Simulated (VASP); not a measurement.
# CO2 (Cmce) in VASP: notebook

The runs below take CO2 through single point, relaxation of cell and atoms, with LDA.

Everything below comes from runs of VASP 6.6.1. Logs are shortened: lines on timing, memory, paths and dates and some standing lists are left out, and cuts for length are marked.

## (1) The cell of the first run

It takes space group Cmce (No. 64, orthorhombic). Conventional cell: a = 5.133 Å, b = 4.645 Å, c = 6.213 Å, α = 90.00°, β = 90.00°, γ = 90.00°. C (site symmetry 2/m) has 2 O at 1.16 Å within 1.6 Å. Within 1.6 Å of O (site symmetry m) lie 1 C at 1.16 Å.

## (2) Single point, LDA

INCAR

```
PREC     = Accurate       # precision mode
ENCUT    = 520            # plane-wave cutoff, eV
EDIFF    = 1E-6           # SCF threshold, eV
ISMEAR   = 0              # smearing method
SIGMA    = 0.02           # smearing width, eV
LREAL    = F              # projectors in reciprocal space
LASPH    = T              # aspherical terms in the spheres
NELM     = 100            # most SCF steps
ALGO     = Normal         # electronic algorithm
ISIF     = 2              # what is computed and relaxed
LWAVE    = F              # write WAVECAR
LCHARG   = T              # write CHGCAR
LELF     = T              # ELF
LVHAR    = T            
NBANDS   = 25             # bands
```

KPOINTS

```
Automatic mesh
0
Gamma
  8 8 4
```

POSCAR

```
CO2
1.0
    2.5664550713     -2.3224222273      0.0000000000
    2.5664550713      2.3224222273      0.0000000000
    0.0000000000      0.0000000000      6.2127645072
C O
2 4
Direct
    0.0000000000      0.0000000000      0.0000000000
    0.5000000000      0.5000000000      0.5000000000
    0.7970344589      0.2029655411      0.8910985615
    0.2029655411      0.7970344589      0.1089014385
    0.7029655411      0.2970344589      0.3910985615
    0.2970344589      0.7029655411      0.6089014385
```

Potentials or basis: VASP PAW LDA potentials, release 64 (C, O).

On the command line:

```sh
> cat potpaw_LDA.64/C/POTCAR potpaw_LDA.64/O/POTCAR > POTCAR
> mpirun -np 1 vasp_std > vasp.out
```

OUTCAR:

```text
PREC = Accurate
   ENCUT = 520
   EDIFF = 1E-6
   ISMEAR = 0
   LREAL = F
   LASPH = T
   NELM = 100
   ISIF = 2

 ion  position               nearest neighbor table
   1  0.000  0.000  0.000-   3 1.16   4 1.16
   2  0.500  0.500  0.500-   5 1.16   6 1.16
   3  0.797  0.203  0.891-   1 1.16
   4  0.203  0.797  0.109-   1 1.16
   5  0.703  0.297  0.391-   2 1.16
   6  0.297  0.703  0.609-   2 1.16

  LATTYP: Found a base centered orthorhombic cell.
 ALAT       =     4.6448444546
 B/A-ratio  =     1.1050768638
 C/A-ratio  =     1.3375613689

  Lattice vectors:

 A1 = (  -2.5664550713,  -2.3224222273,   0.0000000000)
 A2 = (   2.5664550713,  -2.3224222273,   0.0000000000)
 A3 = (   0.0000000000,   0.0000000000,   6.2127645072)

Analysis of symmetry for initial positions (statically):
=====================================================================
 Subroutine PRICEL returns:
 Original cell was already a primitive cell.

 Routine SETGRP: Setting up the symmetry group for a
 base centered orthorhombic supercell.

 Subroutine GETGRP returns: Found  8 space group operations
 (whereof  4 operations were pure point group operations)
 out of a pool of  8 trial point group operations.

The static configuration has the point symmetry C_2h.
 The point group associated with its full space group is D_2h.

Analysis of symmetry for dynamics (positions and initial velocities):
=====================================================================
 Subroutine PRICEL returns:
 Original cell was already a primitive cell.

 Routine SETGRP: Setting up the symmetry group for a
 base centered orthorhombic supercell.

 Subroutine GETGRP returns: Found  8 space group operations
 (whereof  4 operations were pure point group operations)
 out of a pool of  8 trial point group operations.

The dynamic configuration has the point symmetry C_2h.
 The point group associated with its full space group is D_2h.

 Subroutine INISYM returns: Found  8 space group operations
 (whereof  4 operations are pure point group operations),
 and found     1 'primitive' translations

----------------------------------------------------------------------------------------

                                     Primitive cell

  volume of cell :      74.0610
[... 91 lines left out ...]
   ISPIN  =      1    spin polarized calculation?
   LNONCOLLINEAR =      F non collinear calculations
   LSORBIT =      F    spin-orbit coupling
   LASPH  =      T    aspherical Exc in radial PAW
   ENCUT  =  520.0 eV  38.22 Ry    6.18 a.u.   6.44  6.44 11.55*2*pi/ulx,y,z
   NELM   =    100;   NELMIN=  2; NELMDL= -5     # of ELM steps
   EDIFF  = 0.1E-05   stopping-criterion for ELM
   LREAL  =      F    real-space projection
   EDIFFG = 0.1E-04   stopping-criterion for IOM
   NSW    =      0    number of steps for IOM
   IBRION =     -1    ionic relax: 0-MD 1-quasi-New 2-CG
   NFREE  =      0    steps in history (QN), initial steepest desc. (CG)
   ISIF   =      2    stress and relaxation
   ISYM   =      2    0-nonsym 1-usesym 2-fastsym
   POTIM  = 0.5000    time-step for ionic-motion
   TEBEG  =    0.0;   TEEND  =   0.0 temperature during run
   PSTRESS=    0.0 pullay stress
   NELECT =      32.0000    total number of electrons
   NUPDOWN=      -1.0000    fix difference up-down
   EMIN   =  10.00;   EMAX   =-10.00  energy-range for DOS
   EFERMI =   0.00;   METHOD = LEGACY
   ISMEAR =     0;   SIGMA  =   0.02  broadening in eV -4-tet -1-fermi 0-gaus
   EFERMI_NEDOS =   21; number of points for ismear=-14 and -15
   IALGO  =     38    algorithm
   IMIX   =      4    mixing-type and parameters
     AMIX     =   0.40;   BMIX     =  1.00
     AMIX_MAG =   1.60;   BMIX_MAG =  1.00
  volume/ion in A,a.u.               =      12.34        83.30
  Fermi-wavevector in a.u.,A,eV,Ry     =   1.237642  2.338804 20.840817  1.531757
  Thomas-Fermi vector in A             =   2.372200
   LORBIT       =      0    0 simple, 1 ext, 2 COOP (PROOUT), +10 PAW based schemes
   GGA     = CA    functional components
   LHFCALC =     F    Hartree Fock is set to
   AEXX    =    0.0000 exact exchange contribution
   IVDW    =     0    specifies the selected vdW correction
   LEPSILON=     F    determine dielectric tensor
   LRPA    =     F    only Hartree local field effects (RPA)
 non-spin polarized calculation
 Gauss-broadening in eV      SIGMA  =   0.02
  energy-cutoff  :      520.00
  volume of cell :       74.06
 maximum number of plane-waves:      2016
 NGX is ok and might be reduce to    28
   NGX = 13   NGY = 13   NGZ = 23

 number of electron      32.0000003 magnetization

 Free energy of the ion-electron system (eV)
  ---------------------------------------------------
  ext. energy  EPLUGINS =         0.00000000
  ---------------------------------------------------
  free energy    TOTEN  =       -49.75840874 eV

  energy without entropy =      -49.75840874  energy(sigma->0) =      -49.75840874

 E-fermi :  -2.3435     XC(G=0):  -9.4123

 val. band max:       -2.5197188769   @ k =   0.5000   0.5000   0.0000
 cond. band min:       3.9245503390   @ k =   0.0000   0.0000   0.0000
 fundamental gap:      6.4442692159
 Fermi energy:        -2.3435452921

 k-point     1 :       0.0000    0.0000    0.0000
  band No.  band energies     occupation
      1     -23.4565      2.00000
      2     -23.1802      2.00000
      3     -22.1915      2.00000
      4     -22.0853      2.00000
      5      -8.0729      2.00000
      6      -7.7421      2.00000
[... 661 lines left out ...]
     24      12.2149      0.00000
     25      12.9554      0.00000

 [... further k-points ...]
[... 5 lines left out ...]
  --------------------------------------------------------------------------------------
  -------------------------------------------------------------------------------------
  Total       -0.1467860      2.2669976      1.0492361      0.0000000      0.0000000      0.0000000
  in kB       -3.1754508     49.0424212     22.6983388      0.0000000      0.0000000      0.0000000
  external PRESSURE =      22.8551031 kB  Pullay stress =       0.0000000 kB

 VOLUME and BASIS-vectors are now :
 -----------------------------------------------------------------------------
  energy-cutoff  :      520.00
  volume of cell :       74.06
      direct lattice vectors                 reciprocal lattice vectors
     2.566455071 -2.322422227  0.000000000     0.194821256 -0.215292462  0.000000000
     2.566455071  2.322422227  0.000000000     0.194821256  0.215292462  0.000000000
     0.000000000  0.000000000  6.212764507     0.000000000  0.000000000  0.160958942

 POSITION                                       TOTAL-FORCE (eV/Angst)
 -----------------------------------------------------------------------------------
      0.00000      0.00000      0.00000         0.000000      0.000000     -0.000000
      2.56646      0.00000      3.10638         0.000000      0.000000     -0.000000
      2.56646     -1.37968      5.53619         0.000000      0.650244     -0.465811
      2.56646      1.37968      0.67658         0.000000     -0.650244      0.465811
      2.56646     -0.94274      2.42980         0.000000     -0.650244     -0.465811
      2.56646      0.94274      3.78296         0.000000      0.650244      0.465811
 -----------------------------------------------------------------------------------
    total drift:                                0.000000     -0.000000      0.000000

  FREE ENERGIE OF THE ION-ELECTRON SYSTEM (eV)
  ---------------------------------------------------
  free  energy   TOTEN  =       -49.7584087437 eV

  energy  without entropy=      -49.7584087437  energy(sigma->0) =      -49.75840874
```

stdout:

```text
POSCAR found type information on POSCAR C O
 POSCAR found :  2 types and       6 ions
 scaLAPACK will be used
 LDA part: xc-table for (Slater(with rela. corr.)+CA(PZ))
 , standard interpolation
 POSCAR, INCAR and KPOINTS ok, starting setup
 FFT: planning ... GRIDC
 FFT: planning ... GRID_SOFT
 FFT: planning ... GRID
 WAVECAR not read
 entering main loop
```

Run time: 2.1 min. Hardware: 1 thread of Intel Xeon 6975P-C, shared host; peak memory 0.21 GiB.

Results:

```yaml
Free_energy: -49.7584 eV
Pressure: 2.3 GPa
Largest_force: 0.800 eV/Å
Band_gap_on_the_k_mesh: 6.44 eV, indirect (least direct gap 7.13 eV)
```

Forces on the atoms (eV/Å):
```
C    0.000  0.000  0.000
C    0.000  0.000  0.000
O    0.000  0.650 -0.466
O    0.000 -0.650  0.466
O    0.000 -0.650 -0.466
O    0.000  0.650  0.466
```

A k mesh can miss the band edges.

(Part 1 of 2 ends here.)
